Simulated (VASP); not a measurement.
**Os: single point with PBE**

Os:

```
Os
1.0
     4.18547    0.00000    0.00000
    -2.09274    3.62473    0.00000
     0.00000    0.00000    2.61311
Os
3
Direct
  0.00000 0.00000 0.00000
  0.33333 0.66667 0.50000
  0.66667 0.33333 0.50000
```

This isn't the form of Os at room conditions, which is hcp.

```yaml
Program: VASP 6.6.1
Task: single point
Functional: PBE
Potentials_or_basis: VASP PAW PBE potentials, release 64 (Os)
Cutoff: 520 eV
k_mesh: 9 × 9 × 13
Occupations: fermi-dirac, width 0.1 eV
Spin: no spin polarisation
```

```
Pressure               : 50.7 GPa
Band gap on the k mesh : zero (bands 12 and 13 overlap by 3.02 eV)
```

Stress tensor (GPa, compression positive):
```
50.61  0.00  0.00
 0.00 50.61  0.00
 0.00  0.00 50.98
```

Levels at points of the mesh, in eV from the Fermi level:
```tsv
k point	band 8	band 9	band 10	band 11	band 12	band 13	band 14	band 15	band 16	band 17
(0.00, 0.00, 0.00)	-3.85	-2.77	-2.77	-1.75	-1.75	-1.70	-1.70	2.77	2.77	7.87
```

Run time: 58 s on 1 thread of Intel Xeon 8259CL, on a shared host, peak memory 0.19 GiB.

Caveat: the cell stands under pressure; spin-orbit coupling is left out, which moves the levels of the heavy elements.
